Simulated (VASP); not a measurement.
LiY3:

```
Li Y
1.0
     0.00000    3.89985    3.89985
     3.89985    0.00000    3.89985
     3.89985    3.89985    0.00000
Li Y
1 3
Direct
  0.00000 0.00000 0.00000
  0.25000 0.25000 0.25000
  0.75000 0.75000 0.75000
  0.50000 0.50000 0.50000
```

Base run:

```yaml
Program: VASP 6.6.1
Functional: r2SCAN
Potentials_or_basis: VASP PAW PBE potentials, release 64 (Li_sv, Y_sv)
Cutoff: 830 eV
k_mesh: 5 × 5 × 5
Occupations: fermi-dirac, width 0.05 eV
Spin: no spin polarisation
```

Its results: band gap on the k mesh zero (bands 18 and 19 overlap by 0.57 eV); pressure 0.4 GPa.

The run is repeated on the same cell with these changes: k mesh from 5 × 5 × 5 to 2 × 2 × 2. What comes out?

Band gap on the k mesh zero (bands 18 and 19 overlap by 0.95 eV); pressure -0.2 GPa.

Caveats: some runs use coarse meshes; the PAW data sets were made with another functional, which shifts forces and pressure a little.
